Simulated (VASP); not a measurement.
Ni, 1 atom in the cell. The structure is cubic, space group Fm-3m (No. 225). Conventional cell: a = 3.534 Å, b = 3.534 Å, c = 3.534 Å, α = 90.00°, β = 90.00°, γ = 90.00°. Ni (site symmetry m-3m) has 12 Ni at 2.50 Å within 3.3 Å. 

```yaml
Program: VASP 6.6.1
Task: single point
Functional: PBE
Potentials_or_basis: VASP PAW PBE potentials, release 64 (Ni)
Cutoff: 520 eV
k_mesh: 12 × 12 × 12
Occupations: fermi-dirac, width 0.1 eV
Spin: collinear spin, ferromagnetic start
Starting_moments: "[1.94] μB"
Fixed_moment: 1.94 μB
Dipole_correction: no
Further_INCAR_settings: ALGO = Normal; EDIFF = 1e-06; NBANDS = 15
```

Potentials or basis: VASP PAW PBE potentials, release 64 (Ni).

Run with:

```console
$ cat potpaw_PBE.64/Ni/POTCAR > POTCAR
$ mpirun -np 1 vasp_std > vasp.out
```

Hardware: 1 thread of Intel(R) Xeon(R) Platinum 8259CL CPU @ 2.50GHz (Skylake/Cascade Lake) (shared host).

Task: How long does it take, and how much memory?

Result: Run time: 23 s on 1 thread of Intel(R) Xeon(R) Platinum 8259CL CPU @ 2.50GHz (Skylake/Cascade Lake) (shared host), peak memory 0.14 GiB. Counts: scf iterations 13, k points 72.
